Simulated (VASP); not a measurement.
MoS2, 3 atoms in the cell. Symmetry: R3m, No. 160, trigonal system. The conventional cell has a = 3.160 Å, b = 3.160 Å, c = 18.450 Å, α = 90.00°, β = 90.00°, γ = 120.00°. Mo (site symmetry 3m) has 6 S at 2.39 Å and 6 Mo at 3.16 Å within 3.2 Å. S (site symmetry 3m) has 3 Mo at 2.39 Å and 7 S at 3.08 to 3.16 Å within 3.2 Å. Within 3.2 Å of S (site symmetry 3m) lie 3 Mo at 2.39 Å and 7 S at 3.08 to 3.16 Å. 

- Program: VASP 6.6.1
- Task: single point
- Functional: LDA
- Potentials or basis: VASP PAW LDA potentials, release 64 (Mo_sv, S)
- Cutoff: 520 eV
- k mesh: 12 × 12 × 10
- Occupations: gaussian, width 0.05 eV
- Spin: no spin polarisation
- Dipole correction: no
- Further INCAR settings: ALGO = Normal; EDIFF = 1e-06; NBANDS = 20; ISYM = 0

Potentials or basis: VASP PAW LDA potentials, release 64 (Mo_sv, S).

The run is started by

```bash
$ cat potpaw_LDA.64/Mo_sv/POTCAR potpaw_LDA.64/S/POTCAR > POTCAR
$ mpirun -np 1 vasp_std > vasp.out
```

Hardware: 1 thread of Intel(R) Xeon(R) 6975P-C (Granite Rapids), on a shared host.

Q: How long does it take, and how much memory?

A: Wall time 3 min on 1 thread of Intel(R) Xeon(R) 6975P-C (Granite Rapids), with other jobs on the host, peak memory 0.7 GiB. Counts: scf iterations 14, k points 724.
